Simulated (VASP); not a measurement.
# B27SeN26 (a cell with a defect) in VASP: electric field gradients with PBE

Aim: the electric field gradients of B27SeN26 (a cell with a defect) with PBE.

Everything below comes from runs of VASP 6.6.1. Logs are shortened: lines on timing, memory, paths and dates and some standing lists are left out, and cuts for length are marked.

## (1) The cell of the first run

The cell holds a defect, 54 atoms: a = 7.669 Å, b = 7.669 Å, c = 7.669 Å, α = 60.00°, β = 60.00°, γ = 60.00°.

## (2) Electric field gradients, PBE

Contents of INCAR:

```
PREC = Accurate
ENCUT = 520
EDIFF = 1E-8
ISMEAR = -1
SIGMA = 0.01
LREAL = Auto
LASPH = True
NELM = 100
ALGO = Normal
ISIF = 2
LWAVE = False
LCHARG = False
GGA = PE
LEFG = True
NELECT = 216.0
NBANDS = 142
```

Contents of KPOINTS:

```
regular mesh
0
Gamma
  3 3 3
```

Contents of POSCAR:

```
B27SeN26
1.0
    0.0000000000      5.4225000000      5.4225000000
    5.4225000000      0.0000000000      5.4225000000
    5.4225000000      5.4225000000      0.0000000000
B Se N
27 1 26
Direct
    0.0000000000      0.0000000000      0.0000000000
    0.0000000000      0.0000000000      0.3333333333
    0.0000000000      0.0000000000      0.6666666667
    0.0000000000      0.3333333333      0.0000000000
    0.0000000000      0.3333333333      0.3333333333
    0.0000000000      0.3333333333      0.6666666667
    0.0000000000      0.6666666667      0.0000000000
    0.0000000000      0.6666666667      0.3333333333
    0.0000000000      0.6666666667      0.6666666667
    0.3333333333      0.0000000000      0.0000000000
    0.3333333333      0.0000000000      0.3333333333
    0.3333333333      0.0000000000      0.6666666667
    0.3333333333      0.3333333333      0.0000000000
    0.3333333333      0.3333333333      0.3333333333
    0.3333333333      0.3333333333      0.6666666667
    0.3333333333      0.6666666667      0.0000000000
    0.3333333333      0.6666666667      0.3333333333
    0.3333333333      0.6666666667      0.6666666667
    0.6666666667      0.0000000000      0.0000000000
    0.6666666667      0.0000000000      0.3333333333
    0.6666666667      0.0000000000      0.6666666667
    0.6666666667      0.3333333333      0.0000000000
    0.6666666667      0.3333333333      0.3333333333
    0.6666666667      0.3333333333      0.6666666667
    0.6666666667      0.6666666667      0.0000000000
    0.6666666667      0.6666666667      0.3333333333
    0.6666666667      0.6666666667      0.6666666667
    0.0833333333      0.0833333333      0.0833333333
    0.0833333333      0.0833333333      0.4166666667
    0.0833333333      0.0833333333      0.7500000000
    0.0833333333      0.4166666667      0.0833333333
    0.0833333333      0.4166666667      0.4166666667
    0.0833333333      0.4166666667      0.7500000000
    0.0833333333      0.7500000000      0.0833333333
    0.0833333333      0.7500000000      0.4166666667
    0.0833333333      0.7500000000      0.7500000000
    0.4166666667      0.0833333333      0.0833333333
    0.4166666667      0.0833333333      0.4166666667
    0.4166666667      0.0833333333      0.7500000000
    0.4166666667      0.4166666667      0.0833333333
    0.4166666667      0.4166666667      0.4166666667
    0.4166666667      0.4166666667      0.7500000000
    0.4166666667      0.7500000000      0.0833333333
    0.4166666667      0.7500000000      0.4166666667
    0.4166666667      0.7500000000      0.7500000000
    0.7500000000      0.0833333333      0.0833333333
    0.7500000000      0.0833333333      0.4166666667
    0.7500000000      0.0833333333      0.7500000000
    0.7500000000      0.4166666667      0.0833333333
    0.7500000000      0.4166666667      0.4166666667
    0.7500000000      0.4166666667      0.7500000000
    0.7500000000      0.7500000000      0.0833333333
    0.7500000000      0.7500000000      0.4166666667
    0.7500000000      0.7500000000      0.7500000000
```

Potentials or basis: VASP PAW PBE potentials, release 64 (B, Se, N).

Started as:

```bash
$ cat potpaw_PBE.64/B/POTCAR potpaw_PBE.64/Se/POTCAR potpaw_PBE.64/N/POTCAR > POTCAR
$ mpirun -np 1 vasp_std > vasp.out
```

OUTCAR:

```text
PREC = Accurate
   ENCUT = 520
   EDIFF = 1E-8
   ISMEAR = -1
   LREAL = Auto
   LASPH = True
   NELM = 100
   ISIF = 2
   GGA = PE
   NELECT = 216.0

 ion  position               nearest neighbor table
   1  0.000  0.000  0.000-  28 1.57  30 1.57  34 1.57  46 1.57
   2  0.000  0.000  0.333-  28 1.57  29 1.57  35 1.57  47 1.57
   3  0.000  0.000  0.667-  30 1.57  29 1.57  36 1.57  48 1.57
   4  0.000  0.333  0.000-  28 1.57  31 1.57  33 1.57  49 1.57
   5  0.000  0.333  0.333-  29 1.57  31 1.57  50 1.57  32 1.57
   6  0.000  0.333  0.667-  30 1.57  32 1.57  33 1.57  51 1.57
[... 46 lines left out ...]
  53  0.750  0.750  0.417-   8 1.57  20 1.57  26 1.57  27 1.57
  54  0.750  0.750  0.750-  27 1.57  21 1.57  25 1.57   9 1.57

  LATTYP: Found a face centered cubic cell.
 ALAT       =    10.8450000000

  Lattice vectors:

 A1 = (   0.0000000000,   5.4225000000,   5.4225000000)
 A2 = (   5.4225000000,   0.0000000000,   5.4225000000)
 A3 = (   5.4225000000,   5.4225000000,   0.0000000000)

Analysis of symmetry for initial positions (statically):
=====================================================================
 Subroutine PRICEL returns:
 Original cell was already a primitive cell.

 Routine SETGRP: Setting up the symmetry group for a
 face centered cubic supercell.

 Subroutine GETGRP returns: Found 24 space group operations
 (whereof  6 operations were pure point group operations)
 out of a pool of 48 trial point group operations.

The static configuration has the point symmetry C_3v.
 The point group associated with its full space group is T_d .

Analysis of symmetry for dynamics (positions and initial velocities):
=====================================================================
 Subroutine PRICEL returns:
 Original cell was already a primitive cell.

 Routine SETGRP: Setting up the symmetry group for a
 face centered cubic supercell.

 Subroutine GETGRP returns: Found 24 space group operations
 (whereof  6 operations were pure point group operations)
 out of a pool of 48 trial point group operations.

The dynamic configuration has the point symmetry C_3v.
 The point group associated with its full space group is T_d .

 Subroutine INISYM returns: Found 24 space group operations
 (whereof  6 operations are pure point group operations),
 and found     1 'primitive' translations

----------------------------------------------------------------------------------------

                                     Primitive cell

  volume of cell :     318.8810

  direct lattice vectors                    reciprocal lattice vectors
     0.000000000  5.422500000  5.422500000    -0.092208391  0.092208391  0.092208391
     5.422500000  0.000000000  5.422500000     0.092208391 -0.092208391  0.092208391
     5.422500000  5.422500000  0.000000000     0.092208391  0.092208391 -0.092208391

  length of vectors
     7.668573042  7.668573042  7.668573042     0.159709618  0.159709618  0.159709618

  position of ions in fractional coordinates (direct lattice)
     0.000000000  0.000000000  0.000000000
     0.000000000  0.000000000  0.333333333
     0.000000000  0.000000000  0.666666667
     0.000000000  0.333333333  0.000000000
     0.000000000  0.333333333  0.333333333
     0.000000000  0.333333333  0.666666667
[... 46 lines left out ...]
     0.750000000  0.750000000  0.416666667
     0.750000000  0.750000000  0.750000000

  ion indices of the primitive-cell ions
   primitive index   ion index
                 1           1
                 2           2
                 3           3
                 4           4
                 5           5
                 6           6
[... 46 lines left out ...]
                53          53
                54          54

----------------------------------------------------------------------------------------

 KPOINTS: regular mesh

[... 54 lines left out ...]
   POTIM  = 0.5000    time-step for ionic-motion
   TEBEG  =    0.0;   TEEND  =   0.0 temperature during run
   PSTRESS=    0.0 pullay stress
   NELECT =     216.0000    total number of electrons
   NUPDOWN=      -1.0000    fix difference up-down
   EMIN   =  10.00;   EMAX   =-10.00  energy-range for DOS
   EFERMI =   0.00;   METHOD = LEGACY
   ISMEAR =    -1;   SIGMA  =   0.01  broadening in eV -4-tet -1-fermi 0-gaus
   EFERMI_NEDOS =   21; number of points for ismear=-14 and -15
   IALGO  =     38    algorithm
   IMIX   =      4    mixing-type and parameters
     AMIX     =   0.40;   BMIX     =  1.00
     AMIX_MAG =   1.60;   BMIX_MAG =  1.00
  volume/ion in A,a.u.               =       5.91        39.85
  Fermi-wavevector in a.u.,A,eV,Ry     =   1.437749  2.716952 28.124920  2.067123
  Thomas-Fermi vector in A             =   2.556793
   LORBIT       =      0    0 simple, 1 ext, 2 COOP (PROOUT), +10 PAW based schemes
   GGA     = PE    functional components
   LHFCALC =     F    Hartree Fock is set to
   AEXX    =    0.0000 exact exchange contribution
   IVDW    =     0    specifies the selected vdW correction
   LEPSILON=     F    determine dielectric tensor
   LRPA    =     F    only Hartree local field effects (RPA)
 non-spin polarized calculation
  energy-cutoff  :      520.00
  volume of cell :      318.88
 maximum number of plane-waves:      8616
 NGX is ok and might be reduce to    60
   NGX = 29   NGY = 29   NGZ = 29

 number of electron     215.9999974 magnetization

 Free energy of the ion-electron system (eV)
  ---------------------------------------------------
  ext. energy  EPLUGINS =         0.00000000
  ---------------------------------------------------
  free energy    TOTEN  =      -458.16650303 eV

  energy without entropy =     -458.16650303  energy(sigma->0) =     -458.16650303

 E-fermi :   8.1427     XC(G=0): -12.8767

 val. band max:        7.8224003700   @ k =   0.0000   0.0000   0.0000
 cond. band min:      11.9682587563   @ k =   0.3333   0.3333   0.0000
 fundamental gap:      4.1458583863
 Fermi energy:         8.1427144762

 k-point     1 :       0.0000    0.0000    0.0000
  band No.  band energies     occupation
      1     -13.0883      2.00000
      2     -11.2081      2.00000
      3     -10.1285      2.00000
      4     -10.1285      2.00000
      5     -10.1285      2.00000
      6      -9.9792      2.00000
[... 481 lines left out ...]
    119      16.0057      0.00000
    120      16.0337      0.00000
 [bands above 120 left out]

------------------------ aborting loop because EDIFF is reached ----------------------------------------

  FORCE on cell =-STRESS in cart. coord.  units (eV):
  Direction    XX          YY          ZZ          XY          YZ          ZX
  --------------------------------------------------------------------------------------
  -------------------------------------------------------------------------------------
  Total       38.6187228     38.6187228     38.6187228      0.0000000      0.0000000     -0.0000000
  in kB      194.0348821    194.0348821    194.0348821      0.0000000      0.0000000     -0.0000000
  external PRESSURE =     194.0348821 kB  Pullay stress =       0.0000000 kB

 VOLUME and BASIS-vectors are now :
 -----------------------------------------------------------------------------
  energy-cutoff  :      520.00
  volume of cell :      318.88
      direct lattice vectors                 reciprocal lattice vectors
     0.000000000  5.422500000  5.422500000    -0.092208391  0.092208391  0.092208391
     5.422500000  0.000000000  5.422500000     0.092208391 -0.092208391  0.092208391
     5.422500000  5.422500000  0.000000000     0.092208391  0.092208391 -0.092208391

 POSITION                                       TOTAL-FORCE (eV/Angst)
 -----------------------------------------------------------------------------------
      0.00000      0.00000      0.00000       -10.734351    -10.734351    -10.734351
      1.80750      1.80750      0.00000        10.734351     10.734351    -10.734351
      3.61500      3.61500      0.00000        -0.000000     -0.000000     -0.401861
      1.80750      0.00000      1.80750        10.734351    -10.734351     10.734351
      3.61500      1.80750      1.80750         0.529786      0.044674      0.044674
      5.42250      3.61500      1.80750        -0.044674     -0.529786      0.044674
[... 46 lines left out ...]
      6.32625      6.32625      8.13375        -0.000000     -0.000000      0.155268
      8.13375      8.13375      8.13375        -0.013669     -0.013669     -0.013669
 -----------------------------------------------------------------------------------
    total drift:                               -0.000005     -0.000005     -0.000004

  FREE ENERGIE OF THE ION-ELECTRON SYSTEM (eV)
  ---------------------------------------------------
  free  energy   TOTEN  =      -458.1665030311 eV

  energy  without entropy=     -458.1665030311  energy(sigma->0) =     -458.16650303

 Electric field gradients (V/A^2)
---------------------------------------------------------------------
 ion       V_xx      V_yy      V_zz      V_xy      V_xz      V_yz
---------------------------------------------------------------------
   1      -0.000    -0.000     0.000    -2.761    -2.761    -2.761
   2      -0.000    -0.000     0.000    -2.762     2.762     2.762
   3       0.008     0.008    -0.016     1.297     0.000     0.000
   4      -0.000     0.000    -0.000     2.762    -2.762     2.762
   5      -0.114     0.057     0.057     0.130     0.130    -1.157
   6       0.057    -0.114     0.057     0.130     1.157    -0.130
[... 46 lines left out ...]
  53      -0.389    -0.389     0.778    -1.079    -0.000    -0.000
  54      -0.000    -0.000     0.000    -1.027    -1.027    -1.027
---------------------------------------------------------------------

 Electric field gradients after diagonalization (V/A^2)
 (convention: |V_zz| > |V_xx| > |V_yy|)
----------------------------------------------------------------------
 ion       V_xx      V_yy      V_zz     asymmetry (V_yy - V_xx)/ V_zz
----------------------------------------------------------------------
   1       2.761     2.761    -5.523       0.000
   2       2.762     2.761    -5.523       0.000
   3      -1.289    -0.016     1.305       0.976
   4       2.762     2.761    -5.523       0.000
   5      -1.133    -0.081     1.214       0.867
   6      -1.133    -0.081     1.214       0.867
[... 46 lines left out ...]
  53       0.778     0.690    -1.469       0.060
  54       1.027     1.027    -2.054       0.000
----------------------------------------------------------------------

           NMR quadrupolar parameters

 Cq : quadrupolar parameter    Cq=e*Q*V_zz/h
 eta: asymmetry parameters     (V_yy - V_xx)/ V_zz
 Q  : nuclear electric quadrupole moment in mb (millibarn)
----------------------------------------------------------------------
 ion       Cq(MHz)       eta       Q (mb)
----------------------------------------------------------------------
   1      -0.013       0.000       1.000
   2      -0.013       0.000       1.000
   3       0.003       0.976       1.000
   4      -0.013       0.000       1.000
   5       0.003       0.867       1.000
   6       0.003       0.867       1.000
[... 46 lines left out ...]
  53      -0.004       0.060       1.000
  54      -0.005       0.000       1.000
----------------------------------------------------------------------
```

It took 17 min on 1 thread of AMD EPYC 7R43 (Zen 3), shared host; peak memory 0.5 GiB.

What came out:

* Free energy: -458.1665 eV
* Largest force: 18.592 eV/Å
* Largest electric field gradient by atom: B -5.5, +1.3, +1.2, +0.0 (each value once); Se -0.0; N +11.4, -2.3, -2.1, -1.5 (each value once) V/Å²

Forces on the atoms (eV/Å):
```
B   -10.734 -10.734 -10.734
B    10.734  10.734 -10.734
B     0.000   0.000  -0.402
B    10.734 -10.734  10.734
B     0.530   0.045   0.045
B    -0.045  -0.530   0.045
B     0.000  -0.402   0.000
B    -0.045   0.045  -0.530
B     0.402   0.000   0.000
B   -10.734  10.734  10.734
B     0.045   0.530   0.045
B    -0.530  -0.045   0.045
B     0.045   0.045   0.530
B     0.000   0.000   0.000
B    -0.045  -0.045   0.530
B    -0.530   0.045  -0.045
B    -0.045   0.530  -0.045
B    -0.015   0.015   0.015
B    -0.402   0.000   0.000
B     0.045  -0.045  -0.530
B     0.000   0.402   0.000
B     0.045  -0.530  -0.045
B     0.530  -0.045  -0.045
B     0.015  -0.015   0.015
B     0.000   0.000   0.402
B     0.015   0.015  -0.015
B    -0.015  -0.015  -0.015
Se    0.000   0.000   0.000
N     0.138   0.138   0.089
N    -0.138  -0.138   0.089
N     0.138   0.089   0.138
N    -0.036   0.036   0.036
N    -0.089  -0.138   0.138
N    -0.138   0.089  -0.138
N    -0.089   0.138  -0.138
N    -0.014   0.014   0.014
N     0.089   0.138   0.138
N     0.036  -0.036   0.036
N    -0.138  -0.089   0.138
N     0.036   0.036  -0.036
N    -0.036  -0.036  -0.036
N     0.000   0.000  -0.155
N    -0.138   0.138  -0.089
N     0.000  -0.155   0.000
N     0.155   0.000   0.000
N     0.089  -0.138  -0.138
N     0.138  -0.089  -0.138
N     0.014  -0.014   0.014
N     0.138  -0.138  -0.089
N    -0.155   0.000   0.000
N     0.000   0.155   0.000
N     0.014   0.014  -0.014
N     0.000   0.000   0.155
N    -0.014  -0.014  -0.014
```

Electric field gradients, principal values (V/Å²):
```tsv
atom	least	middle	greatest (by size)
1 B	2.761	2.761	-5.523
2 B	2.761	2.762	-5.523
3 B	-0.016	-1.289	1.305
4 B	2.761	2.762	-5.523
5 B	-0.081	-1.133	1.214
6 B	-0.081	-1.133	1.214
7 B	-0.016	-1.289	1.305
8 B	-0.081	-1.133	1.214
9 B	-0.016	-1.289	1.305
10 B	2.761	2.762	-5.523
11 B	-0.081	-1.133	1.214
12 B	-0.081	-1.133	1.214
13 B	-0.081	-1.133	1.214
14 B	0.000	0.000	0.000
15 B	-0.081	-1.133	1.214
16 B	-0.081	-1.133	1.214
17 B	-0.081	-1.133	1.214
18 B	-0.010	-0.010	0.021
19 B	-0.016	-1.289	1.305
20 B	-0.081	-1.133	1.214
21 B	-0.016	-1.289	1.305
22 B	-0.081	-1.133	1.214
23 B	-0.081	-1.133	1.214
24 B	-0.010	-0.010	0.021
25 B	-0.016	-1.289	1.305
26 B	-0.010	-0.010	0.021
27 B	-0.010	-0.010	0.021
28 Se	0.000	0.000	-0.001
29 N	-4.941	-6.478	11.418
30 N	-4.941	-6.478	11.418
31 N	-4.941	-6.478	11.418
32 N	1.136	1.136	-2.272
33 N	-4.942	-6.477	11.419
34 N	-4.941	-6.478	11.418
35 N	-4.942	-6.477	11.419
36 N	1.027	1.027	-2.054
37 N	-4.941	-6.478	11.418
38 N	1.136	1.136	-2.272
39 N	-4.942	-6.477	11.419
40 N	1.136	1.136	-2.272
41 N	1.136	1.136	-2.273
42 N	0.690	0.778	-1.468
43 N	-4.942	-6.477	11.419
44 N	0.690	0.778	-1.468
45 N	0.690	0.778	-1.469
46 N	-4.941	-6.478	11.418
47 N	-4.942	-6.477	11.419
48 N	1.027	1.027	-2.054
49 N	-4.942	-6.477	11.419
50 N	0.690	0.778	-1.468
51 N	0.690	0.778	-1.469
52 N	1.027	1.027	-2.054
53 N	0.690	0.778	-1.469
54 N	1.027	1.027	-2.054
```

Caveat: the cell carries a net charge on a neutralising background, which shifts energy and pressure; the cell is charged against a uniform background, so pressure and absolute levels hang on convention; without QUAD_EFG the Cq values of the log hold for a quadrupole moment of 1 mb, not for the nuclei.
